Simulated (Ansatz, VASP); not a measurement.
## Two plane-wave programs on CdSe

The input INCAR:

```
  PREC = Accurate
  ENCUT = 520
  EDIFF = 1E-8
  ISMEAR = -1
  SIGMA = 0.03
  LREAL = F
  LASPH = T
  NELM = 80
  ALGO = Normal
  ISIF = 2
  LWAVE = F
  LCHARG = F
  GGA = CA
  LEFG = T
  NBANDS = 16
```

KPOINTS

```
regular mesh
0
Gamma
  8 8 8
```

POSCAR

```
CdSe
1.0
    0.0000000000      3.1009739106      3.0702711986
    3.1009739106      0.0000000000      3.0702711986
    3.1009739106      3.1009739106      0.0000000000
Cd Se
1 1
Direct
    0.0000000000      0.0000000000      0.0000000000
    0.2500000000      0.2500000000      0.2500000000
```

Input for Ansatz:

```yaml
crystal:
  lattice:
    - [0.0, 3.1009739106, 3.0702711986]
    - [3.1009739106, 0.0, 3.0702711986]
    - [3.1009739106, 3.1009739106, 0.0]
  atoms:
    - { symbol: Cd, position: [0.0, 0.0, 0.0] }
    - { symbol: Se, position: [0.25, 0.25, 0.25] }
kpoints:
  mp_grid: { grid: [8, 8, 8] }
scf:
  occupations: { method: fermi_dirac, width: 0.03 }
hamiltonian:
  xc: lda
  pseudopotentials: { kind: paw }
output:
  forces: true
  stress: true
  eigenvalues: true
  efg: { contact_densities: true }
```

Change from the starting cell: equal xx and yy strain of +1 %, PAW files.

Alike in both runs: task electric field gradients; functional LDA; k mesh 8 × 8 × 8; occupations fermi-dirac, width 0.03 eV; no spin polarisation.

```csv
,VASP,Ansatz
version,VASP 6.6.1,Ansatz 0.2.0
potentials or method,"VASP PAW LDA potentials, release 64 (Cd, Se)","PAW with Ansatz's default frozen-core files, scalar-relativistic"
plane-wave cutoff (eV),520,420
valence electrons in the cell,18,36
```

Ansatz gave:

```
pressure (GPa)                                                : -4.1
traceless stress, the component that is largest in VASP (GPa) : 0.15
size of Vzz on the site where it differs most (V/Å²)          : 3.9
```

**Question.** What did VASP give for the same quantities?

**Answer.** Pressure (GPa): -3.7; traceless stress, the component that is largest in VASP (GPa): 0.15; size of Vzz on the site where it differs most (V/Å²): 3.8.

LDA's correlation is that of Perdew and Zunger in VASP and of Perdew and Wang (1992) in Ansatz. VASP's potentials hold 18 valence electrons a cell and Ansatz's 36, so a difference there can come from the potentials and not from the codes.
